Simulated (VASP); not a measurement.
# BAs (F-43m) in VASP: notebook, part 2 of 2

VASP 6.6.1. Earlier steps stand in the parts before.

## 4. Single point, r2SCAN

Input file POSCAR:

```
BAs
1.0
    0.0000000000      2.3918699032      2.3918699032
    2.3918699032      0.0000000000      2.3918699032
    2.3918699032      2.3918699032      0.0000000000
B As
1 1
Direct
    0.0000000000      0.0000000000      0.0000000000
    0.2500000000      0.2500000000      0.2500000000
```

Input file INCAR.step1:

```
SYSTEM = BAs
  ALGO = Normal
  EDIFF = 1E-5
  ENCUT = 550
  GGA = PE
  GGA_COMPAT = .False.
  ISMEAR = 0
  LASPH = .True.
  LCHARG = .False.
  LREAL = .False.
  LWAVE = .True.
  NBANDS = 11
  NELM = 120
  PREC = Accurate
  SIGMA = 0.01
```

Input file INCAR.step2:

```
SYSTEM = BAs
  ALGO = Normal
  EDIFF = 1E-6
  ENCUT = 550
  GGA_COMPAT = .False.
  ISIF = 2
  ISMEAR = 0
  ISTART = 1
  LASPH = .True.
  LCHARG = .False.
  LMIXTAU = .True.
  LREAL = .False.
  LWAVE = .False.
  METAGGA = R2SCAN
  NBANDS = 11
  NELM = 120
  PREC = Accurate
  SIGMA = 0.01
```

Input file KPOINTS:

```
k-points
0
Gamma
  10 10 10
  0 0 0
```

Potentials or basis: VASP PAW PBE potentials, release 64 (B, As).

Started as:

```
$ cat potpaw_PBE.64/B/POTCAR potpaw_PBE.64/As/POTCAR > POTCAR
$ cp INCAR.step1 INCAR
$ mpirun -np 1 vasp_std > vasp.out
$ cp INCAR.step2 INCAR
$ mpirun -np 1 vasp_std > vasp.out
```

OUTCAR:

```text
SYSTEM = BAs
   EDIFF = 1E-6
   ENCUT = 550
   ISIF = 2
   ISMEAR = 0
   ISTART = 1
   LASPH = .True.
   LREAL = .False.
   METAGGA = R2SCAN
   NELM = 120
   PREC = Accurate

 ion  position               nearest neighbor table
   1  0.000  0.000  0.000-   2 2.07   2 2.07   2 2.07   2 2.07
   2  0.250  0.250  0.250-   1 2.07   1 2.07   1 2.07   1 2.07

  LATTYP: Found a face centered cubic cell.
 ALAT       =     4.7837398064

  Lattice vectors:

 A1 = (   0.0000000000,   2.3918699032,   2.3918699032)
 A2 = (   2.3918699032,   0.0000000000,   2.3918699032)
 A3 = (   2.3918699032,   2.3918699032,   0.0000000000)

Analysis of symmetry for initial positions (statically):
=====================================================================
 Subroutine PRICEL returns:
 Original cell was already a primitive cell.

 Routine SETGRP: Setting up the symmetry group for a
 face centered cubic supercell.

 Subroutine GETGRP returns: Found 24 space group operations
 (whereof 24 operations were pure point group operations)
 out of a pool of 48 trial point group operations.

[... 172 lines left out ...]
      1     -10.1416      2.00000
      2       5.9763      2.00000
      3       5.9763      2.00000
      4       5.9763      2.00000
      5       9.4169      0.00000
      6       9.4169      0.00000
      7       9.4169      0.00000
      8      11.0722      0.00000
      9      16.3321      0.00000
     10      19.4003      0.00000
     11      19.4003      0.00000
[... 309 lines left out ...]
 k-point    24 :       0.4000    0.3000    0.0000
  band No.  band energies     occupation
      1      -7.3657      2.00000
      2      -0.8418      2.00000
      3       1.8104      2.00000
      4       2.3072      2.00000
      5       7.8849      0.00000
      6       9.6850      0.00000
      7      15.3612      0.00000
      8      15.5931      0.00000
      9      18.8919      0.00000
     10      22.5324      0.00000
     11      22.6951      0.00000

 [... further k-points ...]

------------------------ aborting loop because EDIFF is reached ----------------------------------------

  FORCE on cell =-STRESS in cart. coord.  units (eV):
  Direction    XX          YY          ZZ          XY          YZ          ZX
  --------------------------------------------------------------------------------------
  -------------------------------------------------------------------------------------
  Total        0.0428630      0.0428630      0.0428630     -0.0000000      0.0000000     -0.0000000
  in kB        2.5092856      2.5092856      2.5092856     -0.0000000      0.0000000     -0.0000000
  external PRESSURE =       2.5092856 kB  Pullay stress =       0.0000000 kB

 VOLUME and BASIS-vectors are now :
 -----------------------------------------------------------------------------
  energy-cutoff  :      550.00
  volume of cell :       27.37
      direct lattice vectors                 reciprocal lattice vectors
     0.000000000  2.391869903  2.391869903    -0.209041470  0.209041470  0.209041470
     2.391869903  0.000000000  2.391869903     0.209041470 -0.209041470  0.209041470
     2.391869903  2.391869903  0.000000000     0.209041470  0.209041470 -0.209041470

 POSITION                                       TOTAL-FORCE (eV/Angst)
 -----------------------------------------------------------------------------------
      0.00000      0.00000      0.00000        -0.000000      0.000000      0.000000
      1.19593      1.19593      1.19593         0.000000     -0.000000      0.000000
 -----------------------------------------------------------------------------------
    total drift:                               -0.000000     -0.000000     -0.000000

  FREE ENERGIE OF THE ION-ELECTRON SYSTEM (eV)
  ---------------------------------------------------
  free  energy   TOTEN  =       -22.2566937583 eV

  energy  without entropy=      -22.2566937583  energy(sigma->0) =      -22.25669376
```

OUTCAR.step1:

```text
SYSTEM = BAs
   EDIFF = 1E-5
   ENCUT = 550
   GGA = PE
   ISMEAR = 0
   LASPH = .True.
   LREAL = .False.
[... 557 lines left out ...]
      0.00000      0.00000      0.00000         0.000000      0.000000      0.000000
      1.19593      1.19593      1.19593        -0.000000     -0.000000     -0.000000
 -----------------------------------------------------------------------------------
    total drift:                               -0.000000     -0.000000     -0.000000

  FREE ENERGIE OF THE ION-ELECTRON SYSTEM (eV)
  ---------------------------------------------------
  free  energy   TOTEN  =       -11.4090362857 eV

  energy  without entropy=      -11.4090362857  energy(sigma->0) =      -11.40903629
```

It took 80 s on 1 thread of AMD EPYC 7R43 (Zen 3), shared host; peak memory 0.13 GiB.

Results:

```yaml
Free_energy: -22.2567 eV
Pressure: 0.3 GPa
Band_gap_on_the_k_mesh: 1.37 eV, indirect (least direct gap 3.44 eV)
```

Levels at points of the mesh, in eV from the valence-band top:
| k point | band 2 | band 3 | band 4 | band 5 | band 6 | band 7 |
| --- | --- | --- | --- | --- | --- | --- |
| (0.00, 0.00, 0.00) | 0.00 | 0.00 | 0.00 | 3.44 | 3.44 | 3.44 |
| (0.50, 0.00, 0.00) | -9.21 | -1.93 | -1.93 | 2.95 | 5.05 | 5.05 |
| (0.50, 0.50, 0.00) | -9.04 | -4.29 | -4.29 | 1.62 | 1.70 | 12.12 |

Caveat: the PAW data sets were made with another functional, which shifts forces and pressure a little.

## 5. Summary

```tsv
level	cell	k mesh	cutoff (eV)	gap on the mesh (eV)	pressure (GPa)
PBE	a = 3.383 Å, angles 60.0°, 2 atoms	10 × 10 × 10	500	1.18	2.8
r2SCAN	a = 3.348 Å, angles 60.0°, 2 atoms	8 × 8 × 8	550	1.35	4.9
r2SCAN	a = 3.383 Å, angles 60.0°, 2 atoms	10 × 10 × 10	550	1.37	0.3
```

Alike in all rows: task single point; potentials or basis VASP PAW PBE potentials, release 64 (B, As); no spin polarisation; smearing gaussian 0.01 eV.

Caveats: the PAW data sets were made with another functional, which shifts forces and pressure a little (some runs).

Absolute energies hang on the potentials; compare differences alone.
